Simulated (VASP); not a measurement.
Set up this calculation in VASP 6.6.1, as the native input.

```
Task                                : relaxation of the atoms
Functional                          : PBEsol
Potentials or basis                 : VASP PAW PBE potentials, release 64 (C, Si, H)
Cutoff                              : 520 eV
k mesh                              : 4 × 8 × 1
Occupations                         : gaussian, width 0.05 eV
Spin                                : no spin polarisation
Dipole correction                   : yes
Atoms held fixed (from 0)           : [0, 1, 2, 3, 8, 9, 14, 15, 16, 17]
Further INCAR settings              : LREAL = Auto; ALGO = Normal; EDIFF = 1e-07; IBRION = 2; EDIFFG = -0.03; NSW = 50
Atoms held along some axes (from 0) : atom 6 along c; atom 7 along c
```

The structure of Si3H2C4 lies in POSCAR:

```
Si3H2C4
1.0
    6.1612406585      0.0000000000      0.0000000000
    0.0000000000      3.0806203293      0.0000000000
    0.0000000000      0.0000000000     20.0373883794
C Si H
8 6 4
Selective dynamics
Direct
    0.5000000000      0.5000000000      0.2321862369  F F F
    0.0000000000      0.5000000000      0.2321862369  F F F
    0.7500000000      0.0000000000      0.3408993827  F F F
    0.2500000000      0.0000000000      0.3408993827  F F F
   -0.0064194117      0.5000000000      0.4571993796  T T T
    0.5050476390      0.5000000000      0.4376242025  T T T
    0.3887884945      0.0000000000      0.5322227582  T T F
    0.6093589789      0.0000000000      0.5537325474  T T F
    0.2500000000      0.5000000000      0.2865428098  F F F
    0.7500000000      0.5000000000      0.2865428098  F F F
    0.5013687101      0.0000000000      0.3896340918  T T T
   -0.0035262474      0.0000000000      0.3980984486  T T T
    0.7182685621      0.5000000000      0.5058420464  T T T
    0.2705212996      0.5000000000      0.4979639440  T T T
    0.5000000000      0.2248963861      0.1983620084  F F F
    0.5000000000      0.7751036139      0.1983620084  F F F
    0.0000000000      0.7747262802      0.1982371399  F F F
    0.0000000000      0.2252737198      0.1982371399  F F F
```

The input as run:

INCAR

```
ALGO     = Normal         # electronic algorithm
DIPOL    = 0.5 0.5 0.349
EDIFF    = 1E-7           # SCF threshold, eV
EDIFFG   = -0.03          # ionic threshold
ENCUT    = 520            # plane-wave cutoff, eV
GGA      = PS             # functional
IBRION   = 2              # ionic algorithm
IDIPOL   = 3            
ISIF     = 2              # what is computed and relaxed
ISMEAR   = 0              # smearing method
LASPH    = T              # aspherical terms in the spheres
LCHARG   = F              # write CHGCAR
LDIPOL   = T            
LREAL    = Auto         
LWAVE    = F              # write WAVECAR
NELM     = 80             # most SCF steps
NSW      = 50             # ionic steps
PREC     = Accurate       # precision mode
SIGMA    = 0.05           # smearing width, eV
```

KPOINTS

```
k-points
0
Gamma
  4 8 1
```

Potentials or basis: VASP PAW PBE potentials, release 64 (C, Si, H).

Run with:

```console
$ cat potpaw_PBE.64/C/POTCAR potpaw_PBE.64/Si/POTCAR potpaw_PBE.64/H/POTCAR > POTCAR
$ mpirun -np 1 vasp_std > vasp.out
```

It gave:

```json
{
  "Energy gained by relaxing": "3.1 meV/atom",
  "Ionic steps": "12",
  "Band gap on the k mesh": "zero (bands 30 and 31 overlap by 0.08 eV)"
}
```

Wall time 25 min on 1 thread of Intel(R) Xeon(R) 6975P-C (Granite Rapids), with other jobs on the host, peak memory 0.53 GiB.
